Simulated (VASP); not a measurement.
# LiCl (R3m) in VASP: single point with PBE

Aim: the single point of LiCl with PBE.

All numbers are computed with VASP 6.6.1; they aren't measurements. Logs are shortened: lines on timing, memory, paths and dates and some standing lists are left out, and cuts for length are marked.

## 1. The cell of the first run

The structure is trigonal, space group R3m (No. 160). The conventional cell has a = 10.804 Å, b = 10.804 Å, c = 3.709 Å, α = 90.00°, β = 90.00°, γ = 120.00°. Within 3.1 Å of Li (site symmetry m) lie 4 Cl at 2.35 to 2.49 Å. Cl (site symmetry m) has 4 Li at 2.35 to 2.49 Å within 3.1 Å.

## 2. Single point, PBE

File POSCAR:

```
LiCl
1.0
    5.4018626351      3.1187668465      1.2364890186
   -5.4018626351      3.1187668465      1.2364890186
    0.0000000000     -6.2375336931      1.2364890185
Li Cl
3 3
Direct
    0.7991333562      0.1864739082      0.7991333562
    0.1864739082      0.7991333562      0.7991333562
    0.7991333562      0.7991333562      0.1864739082
    0.1929445374      0.1929445374      0.8293703045
    0.8293703045      0.1929445374      0.1929445374
    0.1929445374      0.8293703045      0.1929445374
```

File INCAR.step1:

```
SYSTEM = LiCl
PREC = Accurate
ENCUT = 520
EDIFF = 1E-6
ISMEAR = 0
SIGMA = 0.02
LREAL = .FALSE.
LASPH = .TRUE.
NELM = 60
ALGO = Normal
ISIF = 2
LWAVE = .FALSE.
LCHARG = .TRUE.
GGA = PE
NBANDS = 24
```

File KPOINTS.step1:

```
regular mesh
0
G
  6 6 6
  0 0 0
```

File INCAR.step2:

```
SYSTEM = LiCl
PREC = Accurate
ENCUT = 520
EDIFF = 1E-6
ISMEAR = -5
SIGMA = 0.02
LREAL = .FALSE.
LASPH = .TRUE.
NELM = 60
ALGO = Normal
ISIF = 2
LWAVE = .FALSE.
LCHARG = .FALSE.
GGA = PE
LORBIT = 11
NEDOS = 1001
ICHARG = 11
```

File KPOINTS.step2:

```
regular mesh
0
G
  9 9 9
  0 0 0
```

Potentials or basis: VASP PAW PBE potentials, release 64 (Li_sv, Cl).

Started as:

```sh
> cat potpaw_PBE.64/Li_sv/POTCAR potpaw_PBE.64/Cl/POTCAR > POTCAR
> cp INCAR.step1 INCAR
> cp KPOINTS.step1 KPOINTS
> mpirun -np 1 vasp_std > vasp.out
> cp INCAR.step2 INCAR
> cp KPOINTS.step2 KPOINTS
> mpirun -np 1 vasp_std > vasp.out
```

OUTCAR:

```text
SYSTEM = LiCl
   PREC = Accurate
   ENCUT = 520
   EDIFF = 1E-6
   ISMEAR = -5
   LREAL = .FALSE.
   LASPH = .TRUE.
   NELM = 60
   ISIF = 2
   GGA = PE
   LORBIT = 11
   ICHARG = 11

 ion  position               nearest neighbor table
   1  0.799  0.186  0.799-   6 2.35   4 2.41   5 2.41   6 2.49
   2  0.186  0.799  0.799-   5 2.35   4 2.41   6 2.41   5 2.49
   3  0.799  0.799  0.186-   4 2.35   5 2.41   6 2.41   4 2.49
   4  0.193  0.193  0.829-   3 2.35   2 2.41   1 2.41   3 2.49
   5  0.829  0.193  0.193-   2 2.35   3 2.41   1 2.41   2 2.49
   6  0.193  0.829  0.193-   1 2.35   3 2.41   2 2.41   1 2.49

  LATTYP: Found a trigonal (rhomboedric) cell.
 ALAT       =     6.3589096286
 COS(alpha) =    -0.4432838842

  Lattice vectors:

 A1 = (   5.4018626351,   3.1187668465,   1.2364890186)
 A2 = (  -5.4018626351,   3.1187668465,   1.2364890186)
 A3 = (   0.0000000000,  -6.2375336931,   1.2364890185)

Analysis of symmetry for initial positions (statically):
=====================================================================
 Subroutine PRICEL returns:
 Original cell was already a primitive cell.

 Routine SETGRP: Setting up the symmetry group for a
 trigonal (rhombohedral) supercell.

 Subroutine GETGRP returns: Found  6 space group operations
 (whereof  6 operations were pure point group operations)
 out of a pool of 12 trial point group operations.

The static configuration has the point symmetry C_3v.

Analysis of symmetry for dynamics (positions and initial velocities):
=====================================================================
 Subroutine PRICEL returns:
 Original cell was already a primitive cell.

 Routine SETGRP: Setting up the symmetry group for a
 trigonal (rhombohedral) supercell.

 Subroutine GETGRP returns: Found  6 space group operations
 (whereof  6 operations were pure point group operations)
 out of a pool of 12 trial point group operations.

The dynamic configuration has the point symmetry C_3v.

 Subroutine INISYM returns: Found  6 space group operations
 (whereof  6 operations are pure point group operations),
 and found     1 'primitive' translations

----------------------------------------------------------------------------------------

                                     Primitive cell

  volume of cell :     124.9879

  direct lattice vectors                    reciprocal lattice vectors
     5.401862635  3.118766846  1.236489019     0.092560665  0.053439925  0.269580504
    -5.401862635  3.118766846  1.236489019    -0.092560665  0.053439925  0.269580504
     0.000000000 -6.237533693  1.236489018     0.000000000 -0.106879850  0.269580504

  length of vectors
     6.358909629  6.358909629  6.358909629     0.289994743  0.289994743  0.289994743

  position of ions in fractional coordinates (direct lattice)
     0.799133356  0.186473908  0.799133356
     0.186473908  0.799133356  0.799133356
     0.799133356  0.799133356  0.186473908
     0.192944537  0.192944537  0.829370305
     0.829370305  0.192944537  0.192944537
     0.192944537  0.829370305  0.192944537

  ion indices of the primitive-cell ions
   primitive index   ion index
                 1           1
                 2           2
                 3           3
                 4           4
                 5           5
                 6           6

----------------------------------------------------------------------------------------

 KPOINTS: regular mesh

Automatic generation of k-mesh.
 Grid dimensions read from file:
 generate k-points for:    9    9    9

 Generating k-lattice:

  Cartesian coordinates                     Fractional coordinates (reciprocal lattice)
     0.010284518  0.005937769  0.029953389     0.111111111  0.000000000  0.000000000
    -0.010284518  0.005937769  0.029953389     0.000000000  0.111111111  0.000000000
     0.000000000 -0.011875539  0.029953389     0.000000000  0.000000000  0.111111111

  Length of vectors
     0.032221638  0.032221638  0.032221638

  Shift w.r.t. Gamma in fractional coordinates (k-lattice)
     0.000000000  0.000000000  0.000000000

 TETIRR: Found   1072 inequivalent tetrahedra from     4374

 Subroutine IBZKPT returns following result:
 ===========================================

 Found     85 irreducible k-points:

 Following reciprocal coordinates:
            Coordinates               Weight
  0.000000  0.000000  0.000000      1.000000
  0.111111 -0.000000  0.000000      6.000000
  0.222222 -0.000000  0.000000      6.000000
  0.333333 -0.000000  0.000000      6.000000
  0.444444 -0.000000  0.000000      6.000000
  0.111111  0.111111  0.000000      6.000000
[... 16 lines left out ...]
 -0.333333  0.333333  0.000000      6.000000
  0.444444  0.444444  0.000000      6.000000
 [... further k-points ...]
   k-points           NKPTS =     85   k-points in BZ     NKDIM =     85   number of bands    NBANDS=     19
   number of dos      NEDOS =   1001   number of ions     NIONS =      6
   total plane-waves  NPLWV = 110592
   dimension x,y,z NGX =    48 NGY =   48 NGZ =   48
   dimension x,y,z NGXF=    96 NGYF=   96 NGZF=   96
   ions per type =               3   3
   NGX,Y,Z   is equivalent  to a cutoff of  12.55, 12.55, 12.55 a.u.
   NGXF,Y,Z  is equivalent  to a cutoff of  25.10, 25.10, 25.10 a.u.
 SYSTEM =  LiCl
   PREC   = accura    normal or accurate (medium, high low for compatibility)
   ISTART =      0    job   : 0-new  1-cont  2-samecut
   ICHARG =     11    charge: 1-file 2-atom 10-const
   ISPIN  =      1    spin polarized calculation?
   LNONCOLLINEAR =      F non collinear calculations
   LSORBIT =      F    spin-orbit coupling
   LASPH  =      T    aspherical Exc in radial PAW
   ENCUT  =  520.0 eV  38.22 Ry    6.18 a.u.  11.82 11.82 11.82*2*pi/ulx,y,z
   NELM   =     60;   NELMIN=  2; NELMDL=  0     # of ELM steps
   EDIFF  = 0.1E-05   stopping-criterion for ELM
   LREAL  =      F    real-space projection
[... 7 lines left out ...]
   TEBEG  =    0.0;   TEEND  =   0.0 temperature during run
   PSTRESS=    0.0 pullay stress
   NELECT =      30.0000    total number of electrons
   NUPDOWN=      -1.0000    fix difference up-down
   EMIN   =  10.00;   EMAX   =-10.00  energy-range for DOS
   EFERMI =   0.00;   METHOD = LEGACY
   ISMEAR =    -5;   SIGMA  =   0.02  broadening in eV -4-tet -1-fermi 0-gaus
   EFERMI_NEDOS =   21; number of points for ismear=-14 and -15
   IALGO  =     38    algorithm
   IMIX   =      4    mixing-type and parameters
     AMIX     =   0.40;   BMIX     =  1.00
     AMIX_MAG =   1.60;   BMIX_MAG =  1.00
  volume/ion in A,a.u.               =      20.83       140.58
  Fermi-wavevector in a.u.,A,eV,Ry     =   1.017402  1.922611 14.083484  1.035107
  Thomas-Fermi vector in A             =   2.150801
   LORBIT       =     11    0 simple, 1 ext, 2 COOP (PROOUT), +10 PAW based schemes
   GGA     = PE    functional components
   LHFCALC =     F    Hartree Fock is set to
   AEXX    =    0.0000 exact exchange contribution
   IVDW    =     0    specifies the selected vdW correction
   LEPSILON=     F    determine dielectric tensor
   LRPA    =     F    only Hartree local field effects (RPA)
 non-spin polarized calculation
 Fermi weights with tetrahedron method with Bloechl corrections
  energy-cutoff  :      520.00
  volume of cell :      124.99
 maximum number of plane-waves:      3387

 number of electron      29.9999998 magnetization

 Free energy of the ion-electron system (eV)
  ---------------------------------------------------
  ext. energy  EPLUGINS =         0.00000000
  ---------------------------------------------------
  free energy    TOTEN  =       -22.05441798 eV

  energy without entropy =      -22.05441798  energy(sigma->0) =      -22.05441798

 E-fermi :  -1.0515     XC(G=0):  -7.6440

 val. band max:       -1.0671043319   @ k =   0.0000   0.0000   0.0000
 cond. band min:       4.6638338414   @ k =   0.0000   0.0000   0.0000
 fundamental gap:      5.7309381734
 Fermi energy:        -1.0515365315

 k-point     1 :       0.0000    0.0000    0.0000
  band No.  band energies     occupation
      1     -44.2558      2.00000
      2     -44.2537      2.00000
      3     -44.2537      2.00000
      4     -13.9119      2.00000
      5     -13.5315      2.00000
      6     -13.5315      2.00000
[... 11 lines left out ...]
     18       7.7059      0.00000
     19       8.0751      0.00000

 k-point     2 :       0.1111   -0.0000    0.0000
  band No.  band energies     occupation
      1     -44.2557      2.00000
      2     -44.2536      2.00000
      3     -44.2536      2.00000
      4     -13.8826      2.00000
      5     -13.5217      2.00000
      6     -13.5174      2.00000
[... 11 lines left out ...]
     18       7.9900      0.00000
     19       8.0310      0.00000

 k-point     3 :       0.2222   -0.0000    0.0000
  band No.  band energies     occupation
      1     -44.2553      2.00000
      2     -44.2536      2.00000
      3     -44.2535      2.00000
      4     -13.8038      2.00000
      5     -13.5000      2.00000
      6     -13.4815      2.00000
[... 11 lines left out ...]
     18       7.7814      0.00000
     19       8.1259      0.00000

 k-point     4 :       0.3333   -0.0000    0.0000
  band No.  band energies     occupation
      1     -44.2548      2.00000
      2     -44.2536      2.00000
      3     -44.2533      2.00000
      4     -13.7015      2.00000
      5     -13.4848      2.00000
      6     -13.4397      2.00000
[... 11 lines left out ...]
     18       7.3343      0.00000
     19       7.6782      0.00000

 k-point     5 :       0.4444   -0.0000    0.0000
  band No.  band energies     occupation
      1     -44.2543      2.00000
      2     -44.2537      2.00000
      3     -44.2532      2.00000
      4     -13.6169      2.00000
      5     -13.4908      2.00000
      6     -13.4120      2.00000
[... 11 lines left out ...]
     18       7.0228      0.00000
     19       7.2864      0.00000
[... 334 lines left out ...]
      2     -44.2541      2.00000
      3     -44.2536      2.00000
      4     -13.6770      2.00000
      5     -13.6066      2.00000
      6     -13.5134      2.00000
[... 11 lines left out ...]
     18       7.0697      0.00000
     19       7.5618      0.00000

 k-point    22 :      -0.4444    0.3333   -0.0000
  band No.  band energies     occupation
      1     -44.2551      2.00000
      2     -44.2542      2.00000
      3     -44.2537      2.00000
      4     -13.7648      2.00000
      5     -13.6228      2.00000
      6     -13.5487      2.00000
[... 11 lines left out ...]
     18       6.8262      0.00000
     19       7.8273      0.00000

 k-point    23 :      -0.3333    0.3333    0.0000
  band No.  band energies     occupation
      1     -44.2553      2.00000
      2     -44.2541      2.00000
      3     -44.2538      2.00000
      4     -13.8165      2.00000
      5     -13.6132      2.00000
      6     -13.5587      2.00000
[... 11 lines left out ...]
     18       6.8294      0.00000
     19       7.9128      0.00000

 k-point    24 :       0.4444    0.4444    0.0000
  band No.  band energies     occupation
      1     -44.2549      2.00000
      2     -44.2543      2.00000
      3     -44.2537      2.00000
      4     -13.7256      2.00000
      5     -13.6600      2.00000
      6     -13.5527      2.00000
[... 11 lines left out ...]
     18       6.5447      0.00000
     19       7.8089      0.00000

 [... further k-points ...]
[... 5 lines left out ...]
  --------------------------------------------------------------------------------------
  -------------------------------------------------------------------------------------
  Total       -0.0725434     -0.0725434     -0.0760622      0.0000000      0.0000000      0.0000000
  in kB       -0.9299094     -0.9299094     -0.9750158      0.0000000      0.0000000      0.0000000
  external PRESSURE =      -0.9449449 kB  Pullay stress =       0.0000000 kB

 VOLUME and BASIS-vectors are now :
 -----------------------------------------------------------------------------
  energy-cutoff  :      520.00
  volume of cell :      124.99
      direct lattice vectors                 reciprocal lattice vectors
     5.401862635  3.118766846  1.236489019     0.092560665  0.053439925  0.269580504
    -5.401862635  3.118766846  1.236489019    -0.092560665  0.053439925  0.269580504
     0.000000000 -6.237533693  1.236489018     0.000000000 -0.106879850  0.269580504

 POSITION                                       TOTAL-FORCE (eV/Angst)
 -----------------------------------------------------------------------------------
      3.30950     -1.91074      2.20681        -0.000836      0.000483     -0.000688
     -3.30950     -1.91074      2.20681         0.000836      0.000483     -0.000688
      0.00000      3.82148      2.20681         0.000000     -0.000966     -0.000688
      0.00000     -3.96973      1.50265         0.000000      0.001601      0.000688
      3.43788      1.98486      1.50265        -0.001386     -0.000800      0.000688
     -3.43788      1.98486      1.50265         0.001386     -0.000800      0.000688
 -----------------------------------------------------------------------------------
    total drift:                                0.000000     -0.000002     -0.000280

  FREE ENERGIE OF THE ION-ELECTRON SYSTEM (eV)
  ---------------------------------------------------
  free  energy   TOTEN  =       -22.0544179819 eV

  energy  without entropy=      -22.0544179819  energy(sigma->0) =      -22.05441798

 total charge

# of ion       s       p       d       tot
------------------------------------------
    1        2.012   0.041   0.000   2.053
    2        2.012   0.041   0.000   2.053
    3        2.012   0.041   0.000   2.053
    4        1.587   3.594   0.000   5.182
    5        1.587   3.594   0.000   5.182
    6        1.587   3.594   0.000   5.182
--------------------------------------------------
tot         10.798  10.907   0.000  21.705
```

Run time: 4.9 min. Hardware: 1 thread of Intel Xeon Platinum 8488C (Sapphire Rapids), shared host; peak memory 0.37 GiB.

What came out:

```yaml
Valence_electrons_inside_the_program's_atomic_spheres: Li 2.05; Cl 5.18
```

Levels at points of the mesh, in eV from the valence-band top:
```csv
k point,band 13,band 14,band 15,band 16,band 17,band 18
"(0.00, 0.00, 0.00)",-0.02,0.00,0.00,5.73,8.77,8.77
```

Caveat: the cutoff is under 1.25 times the usual one of these potentials, so pressure, stress and relaxed cells hold a basis-set (Pulay) error.
